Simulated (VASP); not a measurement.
**Y: single point with r2SCAN**

The system is Y.

```
Y
1.0
     0.00000    2.48500    2.48500
     2.48500    0.00000    2.48500
     2.48500    2.48500    0.00000
Y
1
Cartesian
  0.0000 0.0000 0.0000
```

```yaml
Program: VASP 6.6.1
Task: single point
Functional: r2SCAN
Potentials_or_basis: VASP PAW PBE potentials, release 64 (Y_sv)
Cutoff: 520 eV
k_mesh: 6 × 6 × 6
Occupations: gaussian, width 0.1 eV
Spin: no spin polarisation
```

| Quantity | Value |
| --- | --- |
| Pressure | 3.5 GPa |

Levels at points of the mesh, in eV from the Fermi level:
| k point | band 3 | band 4 | band 5 | band 6 | band 7 | band 8 |
| --- | --- | --- | --- | --- | --- | --- |
| (0.00, 0.00, 0.00) | -23.02 | -23.02 | -5.08 | 2.11 | 2.11 | 2.11 |
| (0.50, 0.00, 0.00) | -23.11 | -23.11 | -2.08 | 0.62 | 1.90 | 1.90 |
| (0.50, 0.50, 0.00) | -23.27 | -23.27 | -1.96 | -0.97 | 2.31 | 6.02 |

Run time: 38 s on 1 thread of Intel(R) Xeon(R) Platinum 8259CL CPU @ 2.50GHz (Skylake/Cascade Lake) (shared host), peak memory 0.18 GiB.

Caveat: the k points lie up to 0.36 Å⁻¹ apart; the PAW data sets were made with another functional, which shifts forces and pressure a little.
